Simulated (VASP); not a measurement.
Set up this calculation in VASP 6.6.1, as the native input.

```
Task                   : electric field gradients
Functional             : PBE
Potentials or basis    : VASP PAW PBE potentials, release 64 (Se)
Cutoff                 : 520 eV
k mesh                 : 6 × 6 × 5
Occupations            : fermi-dirac, width 0.03 eV
Spin                   : no spin polarisation
Dipole correction      : no
Further INCAR settings : ALGO = Normal; EDIFF = 1e-08; NBANDS = 16
```

The structure of Se lies in POSCAR:

```
Se
1.0
    4.3661999489     -0.0218309997     -0.0218309997
   -2.2020061749      3.7921555737     -0.0079907005
   -0.0247680000     -0.0247680000      4.9536000000
Se
3
Direct
    0.2254000000      0.0000000000      0.3333333333
    0.0000000000      0.2254000000      0.6666666667
    0.7746000000      0.7746000000      0.0000000000
```

This cell differs from its parent crystal: equal xy, yz and zx shear strains of -1 %.

These files were run (other wordings do the same):

INCAR

```
PREC = Accurate
ENCUT = 520
EDIFF = 1E-8
ISMEAR = -1
SIGMA = 0.03
LREAL = F
LASPH = T
NELM = 60
ALGO = Normal
ISIF = 2
LWAVE = F
LCHARG = F
GGA = PE
LEFG = T
NBANDS = 16
```

KPOINTS

```
Automatic mesh
0
Gamma
  6 6 5
```

Potentials or basis: VASP PAW PBE potentials, release 64 (Se).

Launch:

```console
$ cat potpaw_PBE.64/Se/POTCAR > POTCAR
$ mpirun -np 1 vasp_std > vasp.out
```

It gave:

| Quantity | Value |
| --- | --- |
| Pressure | 2.9 GPa |
| Largest force | 0.530 eV/Å |
| Band gap on the k mesh | 1.26 eV, indirect (least direct gap 1.50 eV) |

Caveat: the cell differs from its parent crystal (equal xy, yz and zx shear strains of -1 %); without QUAD_EFG the Cq values of the log hold for a quadrupole moment of 1 mb, not for the nuclei.

Run time: 50 s on 1 thread of Intel(R) Xeon(R) 6975P-C (Granite Rapids), with other jobs on the host, peak memory 0.25 GiB.
